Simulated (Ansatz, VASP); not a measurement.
**Two plane-wave programs on BiS**

```xyz
2
Lattice="4.0029 0.0000 0.0000 0.0000 4.0029 0.0000 0.0000 0.0000 4.0029" Properties=species:S:1:pos:R:3 pbc="T T T"
Bi    2.0015    2.0015    2.0015
S     0.0000    0.0000    0.0000
```

Alike in both runs: task relaxation of cell and atoms; functional PBEsol; dispersion D4; k mesh 7 × 7 × 7; occupations fermi-dirac, width 0.05 eV; no spin polarisation.

```csv
,VASP,Ansatz
version,VASP 6.6.1,Ansatz 0.2.0
potentials or method,"VASP PAW PBE potentials, release 64 (Bi_d, S)",Ansatz PAW
plane-wave cutoff (eV),600,420
valence electrons in the cell,21,21
```

```csv
,VASP,Ansatz,Ansatz less VASP
"gap on the k mesh at the Fermi level, each at its own relaxed structure (eV)",none,none,-
relaxed volume (Å³/atom),21.57,21.58,+0.008
relaxed cell length with the largest relative difference (Å),3.507,3.508,+0.0004
```

VASP's potentials were made for PBE, not for PBEsol. A gap of «none» marks a metal or a gap that the smearing closes.

Neither program's run includes spin-orbit coupling. Noted on VASP's run: the volume moved by over 15 % at a fixed basis, so the end points are rough. Noted on Ansatz's run: the volume moved by over 15 % at a fixed basis, so the end points are rough; the plane-wave basis is chosen anew once the cell has moved, so the energies of steps on either side of that aren't comparable.
